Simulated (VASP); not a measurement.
A run of VASP 6.6.1 is set up as follows.

INCAR

```
SYSTEM = CoO
  PREC = Accurate
  ENCUT = 520
  EDIFF = 1E-6
  ISMEAR = 0
  SIGMA = 0.1
  LREAL = .False.
  LASPH = .True.
  NELM = 150
  ALGO = Normal
  ISIF = 2
  LWAVE = .False.
  LCHARG = .False.
  ISPIN = 2
  MAGMOM = 4.62 2.2
  LORBIT = 11
  NUPDOWN = 8.0
  LMAXMIX = 4
  GGA = PE
  NBANDS = 18
```

KPOINTS

```
Automatic mesh
0
Gamma
  18 18 18
  0 0 0
```

Contents of POSCAR:

```
CoO
1.0
    1.5054695445      0.8691832468      2.4399269062
   -1.5054695445      0.8691832468      2.4399269062
    0.0000000000     -1.7383664936      2.4399269062
Co O
1 1
Direct
    0.0000000000      0.0000000000      0.0000000000
    0.5000000000      0.5000000000      0.5000000000
```

Potentials or basis: VASP PAW PBE potentials, release 64 (Co, O).

The run is started by

```sh
$ cat potpaw_PBE.64/Co/POTCAR potpaw_PBE.64/O/POTCAR > POTCAR
$ mpirun -np 1 vasp_std > vasp.out
```

Task: What does it give for the pressure?

Result: 165.4 GPa.

Stress tensor (GPa, compression positive):
```
165.47   0.00   0.00
  0.00 165.47   0.00
  0.00   0.00 165.13
```

Caveat: the moment is held away from its start; the cell stands under pressure; the total moment is fixed, so each spin has its own Fermi level; a cell with one magnetic atom can't hold antiferromagnetic order, which such compounds often take.
